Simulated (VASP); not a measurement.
**InBAs2: single point with r2SCAN**

Crystal: InBAs2.

```
CELL_PARAMETERS angstrom
3.71991 0.00000 0.00000
0.00000 3.71991 0.00000
0.00000 0.00000 5.70155
ATOMIC_POSITIONS crystal
B 0.00000 0.00000 0.00000
As 0.00000 0.50000 0.19438
As 0.50000 0.00000 0.80562
In 0.50000 0.50000 0.50000
```

- Program: VASP 6.6.1
- Task: single point
- Functional: r2SCAN
- Potentials or basis: VASP PAW PBE potentials, release 64 (B, As, In_d)
- Cutoff: 520 eV
- k mesh: 6 × 6 × 4
- Occupations: fermi-dirac, width 0.02 eV
- Spin: no spin polarisation
- Dipole correction: no
- Further INCAR settings: ALGO = Normal; EDIFF = 1e-06; NBANDS = 21

* Pressure: 2.8 GPa
* Largest force: 0.056 eV/Å
* Band gap on the k mesh: 0.17 eV (least direct gap 0.19 eV)

Forces on the atoms (eV/Å):
```
B    0.000  0.000  0.000
As   0.000  0.000 -0.056
As   0.000  0.000  0.056
In   0.000  0.000  0.000
```

Stress tensor (GPa, compression positive):
```
2.67 0.00 0.00
0.00 2.67 0.00
0.00 0.00 3.06
```

Levels at points of the mesh, in eV from the valence-band top:
| k point | band 10 | band 11 | band 12 | band 13 | band 14 | band 15 | band 16 | band 17 |
| --- | --- | --- | --- | --- | --- | --- | --- | --- |
| (0.00, 0.00, 0.00) | -4.34 | -1.22 | 0.00 | 0.00 | 0.19 | 0.63 | 2.10 | 3.23 |
| (0.50, 0.00, 0.00) | -5.46 | -4.34 | -3.37 | -0.81 | 1.28 | 3.81 | 3.99 | 4.68 |
| (0.50, 0.50, 0.00) | -4.62 | -4.06 | -4.06 | -3.31 | 0.47 | 0.81 | 0.81 | 1.76 |
| (0.00, 0.00, 0.50) | -4.04 | -4.04 | -1.14 | -1.14 | 0.58 | 1.14 | 3.63 | 4.67 |
| (0.50, 0.00, 0.50) | -3.36 | -2.30 | -2.27 | -0.66 | 0.17 | 1.10 | 2.74 | 4.44 |
| (0.50, 0.50, 0.50) | -5.09 | -4.90 | -4.72 | -4.72 | 3.81 | 3.81 | 4.42 | 4.48 |

It took 3.2 min on 1 thread of Intel(R) Xeon(R) Platinum 8259CL CPU @ 2.50GHz (Skylake/Cascade Lake) (shared host), peak memory 0.22 GiB.

Caveat: the PAW data sets were made with another functional, which shifts forces and pressure a little; spin-orbit coupling is left out, which moves the levels of the heavy elements. A k mesh can miss the band edges.
